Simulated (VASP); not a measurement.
# Sn (Fd-3m) in VASP: notebook, part 2 of 3

VASP 6.6.1. The steps go on from the part before.

### 4 Single point, r2SCAN

This run uses another cell than the first one, of 35.43 Å³/atom, 1.031 times its volume.

The input, POSCAR:

```
Sn
1.0
    0.0000000000      3.2844597792      3.2844597792
    3.2844597792      0.0000000000      3.2844597792
    3.2844597792      3.2844597792      0.0000000000
Sn
2
Direct
    0.0000000000      0.0000000000      0.0000000000
    0.2500000000      0.2500000000      0.2500000000
```

The input, INCAR.step1:

```
SYSTEM = Sn
  ALGO = Normal
  EDIFF = 1E-4
  ENCUT = 520
  GGA = PE
  ISMEAR = -1
  LASPH = .True.
  LCHARG = .False.
  LREAL = .False.
  LWAVE = .True.
  NBANDS = 21
  NELM = 100
  PREC = Accurate
  SIGMA = 0.02
```

The input, INCAR.step2:

```
SYSTEM = Sn
  ALGO = Normal
  EDIFF = 1E-6
  ENCUT = 520
  ISIF = 2
  ISMEAR = -1
  ISTART = 1
  LASPH = .True.
  LCHARG = .True.
  LELF = .True.
  LMIXTAU = .True.
  LREAL = .False.
  LVHAR = .True.
  LWAVE = .False.
  METAGGA = R2SCAN
  NBANDS = 21
  NELM = 100
  PREC = Accurate
  SIGMA = 0.02
```

The input, KPOINTS:

```
k-points
0
Gamma
  6 6 6
  0 0 0
```

Potentials or basis: VASP PAW PBE potentials, release 64 (Sn_d).

On the command line:

```sh
> cat potpaw_PBE.64/Sn_d/POTCAR > POTCAR
> cp INCAR.step1 INCAR
> mpirun -np 1 vasp_std > vasp.out
> cp INCAR.step2 INCAR
> mpirun -np 1 vasp_std > vasp.out
```

OUTCAR:

```text
SYSTEM = Sn
   EDIFF = 1E-6
   ENCUT = 520
   ISIF = 2
   ISMEAR = -1
   ISTART = 1
   LASPH = .True.
   LREAL = .False.
   METAGGA = R2SCAN
   NELM = 100
   PREC = Accurate

 ion  position               nearest neighbor table
   1  0.000  0.000  0.000-   2 2.84   2 2.84   2 2.84   2 2.84
   2  0.250  0.250  0.250-   1 2.84   1 2.84   1 2.84   1 2.84

  LATTYP: Found a face centered cubic cell.
 ALAT       =     6.5689195584

  Lattice vectors:

 A1 = (   0.0000000000,   3.2844597792,   3.2844597792)
 A2 = (   3.2844597792,   0.0000000000,   3.2844597792)
 A3 = (   3.2844597792,   3.2844597792,   0.0000000000)

Analysis of symmetry for initial positions (statically):
=====================================================================
 Subroutine PRICEL returns:
 Original cell was already a primitive cell.

 Routine SETGRP: Setting up the symmetry group for a
 face centered cubic supercell.

 Subroutine GETGRP returns: Found 48 space group operations
 (whereof 24 operations were pure point group operations)
 out of a pool of 48 trial point group operations.

The static configuration has the point symmetry T_d .
 The point group associated with its full space group is O_h .

Analysis of symmetry for dynamics (positions and initial velocities):
=====================================================================
 Subroutine PRICEL returns:
 Original cell was already a primitive cell.

 Routine SETGRP: Setting up the symmetry group for a
 face centered cubic supercell.

 Subroutine GETGRP returns: Found 48 space group operations
 (whereof 24 operations were pure point group operations)
 out of a pool of 48 trial point group operations.

The dynamic configuration has the point symmetry T_d .
 The point group associated with its full space group is O_h .

 Subroutine INISYM returns: Found 48 space group operations
 (whereof 24 operations are pure point group operations),
 and found     1 'primitive' translations

----------------------------------------------------------------------------------------

                                     Primitive cell

  volume of cell :      70.8634

  direct lattice vectors                    reciprocal lattice vectors
     0.000000000  3.284459779  3.284459779    -0.152232036  0.152232036  0.152232036
     3.284459779  0.000000000  3.284459779     0.152232036 -0.152232036  0.152232036
     3.284459779  3.284459779  0.000000000     0.152232036  0.152232036 -0.152232036

  length of vectors
     4.644927565  4.644927565  4.644927565     0.263673621  0.263673621  0.263673621

  position of ions in fractional coordinates (direct lattice)
     0.000000000  0.000000000  0.000000000
     0.250000000  0.250000000  0.250000000

  ion indices of the primitive-cell ions
   primitive index   ion index
                 1           1
                 2           2

----------------------------------------------------------------------------------------

 KPOINTS: k-points

Automatic generation of k-mesh.
 Grid dimensions read from file:
 generate k-points for:    6    6    6

 Generating k-lattice:

  Cartesian coordinates                     Fractional coordinates (reciprocal lattice)
    -0.025372006  0.025372006  0.025372006     0.166666667  0.000000000  0.000000000
     0.025372006 -0.025372006  0.025372006     0.000000000  0.166666667  0.000000000
     0.025372006  0.025372006 -0.025372006     0.000000000  0.000000000  0.166666667

  Length of vectors
     0.043945604  0.043945604  0.043945604

  Shift w.r.t. Gamma in fractional coordinates (k-lattice)
     0.000000000  0.000000000  0.000000000

 Subroutine IBZKPT returns following result:
 ===========================================

 Found     16 irreducible k-points:

 Following reciprocal coordinates:
            Coordinates               Weight
  0.000000  0.000000  0.000000      1.000000
  0.166667  0.000000  0.000000      8.000000
  0.333333  0.000000  0.000000      8.000000
  0.500000  0.000000  0.000000      4.000000
  0.166667  0.166667  0.000000      6.000000
  0.333333  0.166667  0.000000     24.000000
[... 8 lines left out ...]
 -0.333333  0.333333  0.166667     24.000000
 -0.333333  0.500000  0.166667     12.000000
   k-points           NKPTS =     16   k-points in BZ     NKDIM =     16   number of bands    NBANDS=     21
   number of dos      NEDOS =    301   number of ions     NIONS =      2
   total plane-waves  NPLWV =  46656
   dimension x,y,z NGX =    36 NGY =   36 NGZ =   36
   dimension x,y,z NGXF=    72 NGYF=   72 NGZF=   72
   ions per type =               2
   NGX,Y,Z   is equivalent  to a cutoff of  12.88, 12.88, 12.88 a.u.
   NGXF,Y,Z  is equivalent  to a cutoff of  25.77, 25.77, 25.77 a.u.
 SYSTEM =  Sn
   PREC   = accura    normal or accurate (medium, high low for compatibility)
   ISTART =      1    job   : 0-new  1-cont  2-samecut
   ICHARG =      0    charge: 1-file 2-atom 10-const
   ISPIN  =      1    spin polarized calculation?
   LNONCOLLINEAR =      F non collinear calculations
   LSORBIT =      F    spin-orbit coupling
   LASPH  =      T    aspherical Exc in radial PAW
   ENCUT  =  520.0 eV  38.22 Ry    6.18 a.u.   8.64  8.64  8.64*2*pi/ulx,y,z
   NELM   =    100;   NELMIN=  2; NELMDL=  0     # of ELM steps
   EDIFF  = 0.1E-05   stopping-criterion for ELM
   LREAL  =      F    real-space projection
   EDIFFG = 0.1E-04   stopping-criterion for IOM
   NSW    =      0    number of steps for IOM
   IBRION =     -1    ionic relax: 0-MD 1-quasi-New 2-CG
   NFREE  =      0    steps in history (QN), initial steepest desc. (CG)
   ISIF   =      2    stress and relaxation
   ISYM   =      2    0-nonsym 1-usesym 2-fastsym
   POTIM  = 0.5000    time-step for ionic-motion
   TEBEG  =    0.0;   TEEND  =   0.0 temperature during run
   PSTRESS=    0.0 pullay stress
   NELECT =      28.0000    total number of electrons
   NUPDOWN=      -1.0000    fix difference up-down
   EMIN   =  10.00;   EMAX   =-10.00  energy-range for DOS
   EFERMI =   0.00;   METHOD = LEGACY
   ISMEAR =    -1;   SIGMA  =   0.02  broadening in eV -4-tet -1-fermi 0-gaus
   EFERMI_NEDOS =   21; number of points for ismear=-14 and -15
   IALGO  =     38    algorithm
   IMIX   =      4    mixing-type and parameters
     AMIX     =   0.40;   BMIX     =  1.00
     AMIX_MAG =   1.60;   BMIX_MAG =  1.00
  volume/ion in A,a.u.               =      35.43       239.10
  Fermi-wavevector in a.u.,A,eV,Ry     =   1.201306  2.270139 19.635051  1.443136
  Thomas-Fermi vector in A             =   2.337118
   LORBIT       =      0    0 simple, 1 ext, 2 COOP (PROOUT), +10 PAW based schemes
   METAGGA = R2SCAN    functional components
   LHFCALC =     F    Hartree Fock is set to
   AEXX    =    0.0000 exact exchange contribution
   IVDW    =     0    specifies the selected vdW correction
   LEPSILON=     F    determine dielectric tensor
   LRPA    =     F    only Hartree local field effects (RPA)
 non-spin polarized calculation
  energy-cutoff  :      520.00
  volume of cell :       70.86
 maximum number of plane-waves:      1932
 NGX is ok and might be reduce to    36
   NGX = 17   NGY = 17   NGZ = 17

 number of electron      27.9999984 magnetization

 Free energy of the ion-electron system (eV)
  ---------------------------------------------------
  ext. energy  EPLUGINS =         0.00000000
  ---------------------------------------------------
  free energy    TOTEN  =       -49.46319615 eV

  energy without entropy =      -49.46262145  energy(sigma->0) =      -49.46290880

 E-fermi :   5.2137     XC(G=0):  -9.4157

 val. band max:        5.2081677145   @ k =   0.0000   0.0000   0.0000
 cond. band min:       5.2643639677   @ k =   0.5000   0.0000   0.0000
 fundamental gap:      0.0561962532
 Fermi energy:         5.2136873410

 k-point     1 :       0.0000    0.0000    0.0000
  band No.  band energies     occupation
      1     -17.1265      2.00000
      2     -17.1265      2.00000
      3     -17.1265      2.00000
      4     -17.0651      2.00000
      5     -17.0651      2.00000
      6     -16.7709      2.00000
[... 13 lines left out ...]
     20      13.3770      0.00000
     21      13.3770      0.00000
[... 337 lines left out ...]
 k-point    16 :      -0.3333    0.5000    0.1667
  band No.  band energies     occupation
      1     -17.1896      2.00000
      2     -17.1896      2.00000
      3     -17.0058      2.00000
      4     -17.0057      2.00000
      5     -16.9129      2.00000
      6     -16.9128      2.00000
[... 13 lines left out ...]
     20      14.4938      0.00000
     21      15.7876      0.00000

------------------------ aborting loop because EDIFF is reached ----------------------------------------

  FORCE on cell =-STRESS in cart. coord.  units (eV):
  Direction    XX          YY          ZZ          XY          YZ          ZX
  --------------------------------------------------------------------------------------
  -------------------------------------------------------------------------------------
  Total       -0.0244336     -0.0244336     -0.0244336     -0.0000000      0.0000000     -0.0000000
  in kB       -0.5524296     -0.5524296     -0.5524296     -0.0000000      0.0000000     -0.0000000
  external PRESSURE =      -0.5524296 kB  Pullay stress =       0.0000000 kB

 VOLUME and BASIS-vectors are now :
 -----------------------------------------------------------------------------
  energy-cutoff  :      520.00
  volume of cell :       70.86
      direct lattice vectors                 reciprocal lattice vectors
     0.000000000  3.284459779  3.284459779    -0.152232036  0.152232036  0.152232036
     3.284459779  0.000000000  3.284459779     0.152232036 -0.152232036  0.152232036
     3.284459779  3.284459779  0.000000000     0.152232036  0.152232036 -0.152232036

 POSITION                                       TOTAL-FORCE (eV/Angst)
 -----------------------------------------------------------------------------------
      0.00000      0.00000      0.00000        -0.000000     -0.000000     -0.000000
      1.64223      1.64223      1.64223         0.000000      0.000000      0.000000
 -----------------------------------------------------------------------------------
    total drift:                                0.000000      0.000000      0.000000

  FREE ENERGIE OF THE ION-ELECTRON SYSTEM (eV)
  ---------------------------------------------------
  free  energy   TOTEN  =       -49.4631961461 eV

  energy  without entropy=      -49.4626214530  energy(sigma->0) =      -49.46290880
```

Wall time 66 s (1 thread of Intel Xeon Platinum 8259CL at 2.50GHz (Skylake/Cascade Lake), shared host); peak memory 0.21 GiB.

What came out:

```yaml
Free_energy: -49.4632 eV
Pressure: -0.1 GPa
Band_gap_on_the_k_mesh: zero (filled and empty bands touch)
```

Caveat: the PAW data sets were made with another functional, which shifts forces and pressure a little; spin-orbit coupling is left out, which moves the levels of the heavy elements.

### 5 Single point, r2SCAN (volume changed by +3%)

The input, POSCAR:

```
Sn
1.0
    0.0000000000      3.3169812980      3.3169812980
    3.3169812980      0.0000000000      3.3169812980
    3.3169812980      3.3169812980      0.0000000000
Sn
2
Direct
    0.0000000000      0.0000000000      0.0000000000
    0.2500000000      0.2500000000      0.2500000000
```

The input, INCAR.step1:

```
SYSTEM = Sn
PREC = Accurate
ENCUT = 520
ISMEAR = -1
SIGMA = 0.02
LREAL = .FALSE.
LASPH = .TRUE.
NELM = 60
NBANDS = 21
GGA = PE
ALGO = Normal
EDIFF = 1E-4
LWAVE = .TRUE.
LCHARG = .FALSE.
```

The input, INCAR.step2:

```
SYSTEM = Sn
PREC = Accurate
ENCUT = 520
EDIFF = 1E-6
ISMEAR = -1
SIGMA = 0.02
LREAL = .FALSE.
LASPH = .TRUE.
NELM = 60
ALGO = Normal
ISIF = 2
LWAVE = .FALSE.
LCHARG = .FALSE.
METAGGA = R2SCAN
LMIXTAU = .TRUE.
NBANDS = 21
ISTART = 1
```

The input, KPOINTS:

```
regular mesh
0
G
  6 6 6
  0 0 0
```

Potentials or basis: VASP PAW PBE potentials, release 64 (Sn_d).

On the command line:

```sh
> cat potpaw_PBE.64/Sn_d/POTCAR > POTCAR
> cp INCAR.step1 INCAR
> mpirun -np 1 vasp_std > vasp.out
> cp INCAR.step2 INCAR
> mpirun -np 1 vasp_std > vasp.out
```

OUTCAR:

```text
SYSTEM = Sn
   PREC = Accurate
   ENCUT = 520
   EDIFF = 1E-6
   ISMEAR = -1
   LREAL = .FALSE.
   LASPH = .TRUE.
   NELM = 60
   ISIF = 2
   METAGGA = R2SCAN
   ISTART = 1

 ion  position               nearest neighbor table
   1  0.000  0.000  0.000-   2 2.87   2 2.87   2 2.87   2 2.87
   2  0.250  0.250  0.250-   1 2.87   1 2.87   1 2.87   1 2.87

  LATTYP: Found a face centered cubic cell.
 ALAT       =     6.6339625960

  Lattice vectors:

 A1 = (   0.0000000000,   3.3169812980,   3.3169812980)
 A2 = (   3.3169812980,   0.0000000000,   3.3169812980)
 A3 = (   3.3169812980,   3.3169812980,   0.0000000000)

Analysis of symmetry for initial positions (statically):
=====================================================================
 Subroutine PRICEL returns:
 Original cell was already a primitive cell.

 Routine SETGRP: Setting up the symmetry group for a
 face centered cubic supercell.

 Subroutine GETGRP returns: Found 48 space group operations
 (whereof 24 operations were pure point group operations)
 out of a pool of 48 trial point group operations.
[... 149 lines left out ...]
  ext. energy  EPLUGINS =         0.00000000
  ---------------------------------------------------
  free energy    TOTEN  =       -49.45575079 eV

  energy without entropy =      -49.45497553  energy(sigma->0) =      -49.45536316

 E-fermi :   4.8867     XC(G=0):  -9.2792

 val. band max:        4.4838675093   @ k =   0.1667   0.0000   0.0000
 cond. band min:       4.9031213592   @ k =   0.5000   0.0000   0.0000
 fundamental gap:      0.4192538499
 Fermi energy:         4.8867186120

 k-point     1 :       0.0000    0.0000    0.0000
  band No.  band energies     occupation
      1     -17.3768      2.00000
      2     -17.3768      2.00000
      3     -17.3768      2.00000
      4     -17.3192      2.00000
      5     -17.3192      2.00000
      6     -17.0474      2.00000
[... 373 lines left out ...]
     20      14.0072      0.00000
     21      15.3447      0.00000

------------------------ aborting loop because EDIFF is reached ----------------------------------------

  FORCE on cell =-STRESS in cart. coord.  units (eV):
  Direction    XX          YY          ZZ          XY          YZ          ZX
  --------------------------------------------------------------------------------------
  -------------------------------------------------------------------------------------
  Total       -0.5418660     -0.5418660     -0.5418660     -0.0000000      0.0000000      0.0000000
  in kB      -11.8944236    -11.8944236    -11.8944236     -0.0000000      0.0000000      0.0000000
  external PRESSURE =     -11.8944236 kB  Pullay stress =       0.0000000 kB

 VOLUME and BASIS-vectors are now :
 -----------------------------------------------------------------------------
  energy-cutoff  :      520.00
  volume of cell :       72.99
      direct lattice vectors                 reciprocal lattice vectors
     0.000000000  3.316981298  3.316981298    -0.150739469  0.150739469  0.150739469
     3.316981298  0.000000000  3.316981298     0.150739469 -0.150739469  0.150739469
     3.316981298  3.316981298  0.000000000     0.150739469  0.150739469 -0.150739469

 POSITION                                       TOTAL-FORCE (eV/Angst)
 -----------------------------------------------------------------------------------
      0.00000      0.00000      0.00000         0.000000      0.000000      0.000000
      1.65849      1.65849      1.65849        -0.000000     -0.000000     -0.000000
 -----------------------------------------------------------------------------------
    total drift:                                0.000000      0.000000      0.000000

  FREE ENERGIE OF THE ION-ELECTRON SYSTEM (eV)
  ---------------------------------------------------
  free  energy   TOTEN  =       -49.4557507944 eV

  energy  without entropy=      -49.4549755289  energy(sigma->0) =      -49.45536316
```

OUTCAR.step1:

```text
SYSTEM = Sn
   PREC = Accurate
   ENCUT = 520
   ISMEAR = -1
   LREAL = .FALSE.
   LASPH = .TRUE.
[... 595 lines left out ...]
      0.00000      0.00000      0.00000         0.000000     -0.000000     -0.000000
      1.65849      1.65849      1.65849        -0.000000      0.000000      0.000000
 -----------------------------------------------------------------------------------
    total drift:                                0.000000      0.000000      0.000000

  FREE ENERGIE OF THE ION-ELECTRON SYSTEM (eV)
  ---------------------------------------------------
  free  energy   TOTEN  =        -7.6594929026 eV

  energy  without entropy=       -7.6589732782  energy(sigma->0) =       -7.65923309
```

OSZICAR.step1:

```text
N       E                     dE             d eps       ncg     rms          rms(c)
DAV:   1     0.228834851402E+03    0.22883E+03   -0.14459E+04   677   0.187E+03
DAV:   2     0.180089814051E+02   -0.21083E+03   -0.20718E+03   677   0.445E+02
DAV:   3    -0.680140201796E+01   -0.24810E+02   -0.24666E+02   797   0.141E+02
DAV:   4    -0.766909776886E+01   -0.86770E+00   -0.86739E+00   752   0.295E+01
DAV:   5    -0.770624450296E+01   -0.37147E-01   -0.37146E-01  1024   0.560E+00    0.294E+00
DAV:   6    -0.767280156957E+01    0.33443E-01   -0.26069E-02   910   0.202E+00    0.172E+00
DAV:   7    -0.765715875699E+01    0.15643E-01   -0.40484E-02   717   0.209E+00    0.160E-01
DAV:   8    -0.765901573776E+01   -0.18570E-02   -0.55344E-03   742   0.824E-01    0.513E-02
DAV:   9    -0.765946954103E+01   -0.45380E-03   -0.54485E-04   599   0.149E-01    0.117E-02
DAV:  10    -0.765949290262E+01   -0.23362E-04   -0.43041E-05   612   0.544E-02
   1 F= -.76594929E+01 E0= -.76592331E+01  d E =-.519624E-03
```

It took 71 s on 1 thread of Intel Xeon Platinum 8259CL at 2.50GHz (Skylake/Cascade Lake), shared host; peak memory 0.21 GiB.

Results:

| Property | Result |
| --- | --- |
| Free energy | -49.4558 eV |
| Pressure | -1.2 GPa |
| Band gap on the k mesh | zero (filled and empty bands overlap) |

Levels at points of the mesh, in eV from the Fermi level:
| k point | band 11 | band 12 | band 13 | band 14 | band 15 | band 16 | band 17 | band 18 |
| --- | --- | --- | --- | --- | --- | --- | --- | --- |
| (0.00, 0.00, 0.00) | -10.67 | -0.82 | 0.02 | 0.02 | 0.02 | 2.23 | 2.23 | 2.23 |
| (0.50, 0.00, 0.00) | -9.09 | -6.33 | -1.15 | -1.15 | 0.02 | 3.35 | 3.35 | 5.98 |
| (0.50, 0.50, 0.00) | -7.62 | -7.62 | -2.45 | -2.45 | 1.00 | 1.00 | 7.74 | 7.74 |

Caveat: the cell differs from its parent crystal (volume changed by +3%); the PAW data sets were made with another functional, which shifts forces and pressure a little; spin-orbit coupling is left out, which moves the levels of the heavy elements.

(Part 2 of 3 ends here.)
